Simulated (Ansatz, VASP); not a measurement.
## Ru in VASP and in Ansatz

Contents of INCAR:

```
PREC = Accurate
ENCUT = 600
EDIFF = 1E-6
ISMEAR = -1
SIGMA = 0.05
LREAL = F
LASPH = T
NELM = 150
ALGO = Normal
ISIF = 3
LWAVE = F
LCHARG = F
ISPIN = 2
MAGMOM = 1 1
LORBIT = 11
LMAXMIX = 4
GGA = PS
IBRION = 2
NSW = 80
EDIFFG = -0.01
```

The input KPOINTS:

```
Automatic mesh
0
Gamma
  13 13 8
```

POSCAR

```
Ru
1.0
    2.7038898633      0.0000000000      0.0000000000
   -1.3519449316      2.3416373106      0.0000000000
    0.0000000000      0.0000000000      4.2816800000
Ru
2
Direct
    0.3333333333      0.6666666667      0.2500000000
    0.6666666667      0.3333333333      0.7500000000
```

Input for Ansatz:

```yaml
crystal:
  lattice:
    - [2.7038898633, 0.0, 0.0]
    - [-1.3519449316, 2.3416373106, 0.0]
    - [0.0, 0.0, 4.28168]
  atoms:
    - { symbol: Ru, position: [0.3333333333, 0.6666666667, 0.25], spin: 1.0 }
    - { symbol: Ru, position: [0.6666666667, 0.3333333333, 0.75], spin: 1.0 }
hamiltonian:
  xc: pbesol
  pseudopotentials:
    kind: paw
    azcp:
      Ru: "pseudopotentials/Ru.paw.azcp"
basis:
  ecutwfc: 420
  fft_grid_basis: typed
kpoints:
  mp_grid: { grid: [13, 13, 8], shift: [0, 0, 0] }
magnetization:
  spin_polarized: true
scf:
  occupations: { method: fermi_dirac, width: 0.05 }
relax:
  max_steps: 60
  f_tol: 0.01
  cell: {}
```

Alike in both runs: task relaxation of cell and atoms; functional PBEsol; k mesh 13 × 13 × 8; occupations fermi-dirac, width 0.05 eV; collinear spin.

|  | VASP | Ansatz |
| --- | --- | --- |
| version | VASP 6.6.1 | Ansatz 0.2.0 |
| potentials or method | VASP PAW PBE potentials, release 64 (Ru_pv), cutoff 600 eV | plane waves (420 eV) with PAW, scalar-relativistic |
| valence electrons in the cell | 28 | 32 |

VASP gave:

* net moment per atom (μB): 0.00
* relaxed volume (Å³/atom): 13.32
* relaxed length of the cell vector where the two differ most in proportion (Å): 2.693

**Question.** Estimate Ansatz's values.

**Answer.** net moment per atom (μB): 0.00; relaxed volume (Å³/atom): 13.32; relaxed length of the cell vector where the two differ most in proportion (Å): 2.694.

VASP's potentials were made for PBE, not for PBEsol, and Ansatz warns of the same on its side. VASP's potentials hold 28 valence electrons a cell and Ansatz's 32, so a difference there can come from the potentials and not from the codes. Ansatz's warnings: seeded moment not kept.
